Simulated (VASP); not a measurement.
# AlN (I-4m2) in VASP: settings compared, part 2 of 2

VASP 6.6.1. The steps go on from the part before.

## 3. Single point, HSE06 (uniaxial z strain -4.0%)

The input, POSCAR:

```
AlN
1.0
    0.0000000000      2.1848764125      2.0974813560
    2.1848764125      0.0000000000      2.0974813560
    2.1848764125      2.1848764125      0.0000000000
Al N
1 1
Direct
    0.0000000000      0.0000000000      0.0000000000
    0.2500000000      0.2500000000      0.2500000000
```

The input, INCAR.step1:

```
PREC     = Accurate       # precision mode
ENCUT    = 520            # plane-wave cutoff, eV
EDIFF    = 1E-5           # SCF threshold, eV
ISMEAR   = 0              # smearing method
SIGMA    = 0.01           # smearing width, eV
LREAL    = False          # projectors in reciprocal space
LASPH    = True           # aspherical terms in the spheres
NELM     = 80             # most SCF steps
ALGO     = Normal         # electronic algorithm
ISIF     = 2              # what is computed and relaxed
LWAVE    = True           # write WAVECAR
GGA      = PE             # functional
NBANDS   = 11             # bands
```

The input, INCAR.step2:

```
PREC     = Accurate       # precision mode
ENCUT    = 520            # plane-wave cutoff, eV
EDIFF    = 1E-6           # SCF threshold, eV
ISMEAR   = 0              # smearing method
SIGMA    = 0.01           # smearing width, eV
LREAL    = False          # projectors in reciprocal space
LASPH    = True           # aspherical terms in the spheres
NELM     = 80             # most SCF steps
ALGO     = Normal         # electronic algorithm
ISIF     = 2              # what is computed and relaxed
LWAVE    = False          # write WAVECAR
LCHARG   = True           # write CHGCAR
GGA      = PE             # functional
LHFCALC  = True           # exact exchange
HFSCREEN = 0.2079         # screening, 1/A
PRECFOCK = Normal       
LELF     = True           # ELF
LVHAR    = True         
ISTART   = 1            
NBANDS   = 11             # bands
```

The input, KPOINTS:

```
Automatic mesh
0
Gamma
  8 8 8
```

Potentials or basis: VASP PAW PBE potentials, release 64 (Al, N).

Launch:

```
$ cat potpaw_PBE.64/Al/POTCAR potpaw_PBE.64/N/POTCAR > POTCAR
$ cp INCAR.step1 INCAR
$ mpirun -np 1 vasp_std > vasp.out
$ cp INCAR.step2 INCAR
$ mpirun -np 1 vasp_std > vasp.out
```

OUTCAR:

```text
PREC = Accurate
   ENCUT = 520
   EDIFF = 1E-6
   ISMEAR = 0
   LREAL = False
   LASPH = True
   NELM = 80
   ISIF = 2
   GGA = PE
   LHFCALC = True
   HFSCREEN = 0.2079
   PRECFOCK = Normal
   ISTART = 1

 ion  position               nearest neighbor table
   1  0.000  0.000  0.000-   2 1.87   2 1.87   2 1.87   2 1.87
   2  0.250  0.250  0.250-   1 1.87   1 1.87   1 1.87   1 1.87

  LATTYP: Found a body centered tetragonal cell.
 ALAT       =     3.0898818547
 C/A-ratio  =     1.3576450199
[... 534 lines left out ...]

------------------------ aborting loop because EDIFF is reached ----------------------------------------

  FORCE on cell =-STRESS in cart. coord.  units (eV):
  Direction    XX          YY          ZZ          XY          YZ          ZX
  --------------------------------------------------------------------------------------
  -------------------------------------------------------------------------------------
  Total        0.8370249      0.8370249      1.4482011      0.0000000     -0.0000000     -0.0000000
  in kB       66.9679687     66.9679687    115.8664222      0.0000000     -0.0000000     -0.0000000
  external PRESSURE =      83.2674532 kB  Pullay stress =       0.0000000 kB

 VOLUME and BASIS-vectors are now :
 -----------------------------------------------------------------------------
  energy-cutoff  :      520.00
  volume of cell :       20.03
      direct lattice vectors                 reciprocal lattice vectors
     0.000000000  2.184876412  2.097481356    -0.228845896  0.228845896  0.238381142
     2.184876412  0.000000000  2.097481356     0.228845896 -0.228845896  0.238381142
     2.184876412  2.184876412  0.000000000     0.228845896  0.228845896 -0.238381142

 POSITION                                       TOTAL-FORCE (eV/Angst)
 -----------------------------------------------------------------------------------
      0.00000      0.00000      0.00000        -0.000000     -0.000000      0.000000
      1.09244      1.09244      1.04874         0.000000      0.000000     -0.000000
 -----------------------------------------------------------------------------------
    total drift:                                0.000000      0.000000     -0.000001

  FREE ENERGIE OF THE ION-ELECTRON SYSTEM (eV)
  ---------------------------------------------------
  free  energy   TOTEN  =       -17.3676504125 eV

  energy  without entropy=      -17.3676504125  energy(sigma->0) =      -17.36765041
```

OUTCAR.step1:

```text
PREC = Accurate
   ENCUT = 520
   EDIFF = 1E-5
   ISMEAR = 0
   LREAL = False
[... 560 lines left out ...]
      0.00000      0.00000      0.00000         0.000000      0.000000     -0.000000
      1.09244      1.09244      1.04874        -0.000000     -0.000000      0.000000
 -----------------------------------------------------------------------------------
    total drift:                                0.000000      0.000000     -0.000000

  FREE ENERGIE OF THE ION-ELECTRON SYSTEM (eV)
  ---------------------------------------------------
  free  energy   TOTEN  =       -14.7866337052 eV

  energy  without entropy=      -14.7866337052  energy(sigma->0) =      -14.78663371
```

It took 53 min on 1 thread of AMD EPYC 7R43 (Zen 3), shared host; peak memory 0.23 GiB.

Results:

| Item | Value |
| --- | --- |
| Free energy | -17.3677 eV |
| Pressure | 8.3 GPa |
| Band gap on the k mesh | 4.36 eV (least direct gap 5.82 eV) |

Caveat: the cell differs from its parent crystal (uniaxial z strain -4.0%); the cell stands under pressure; the PAW data sets were made with another functional, which shifts forces and pressure a little. A k mesh can miss the band edges.
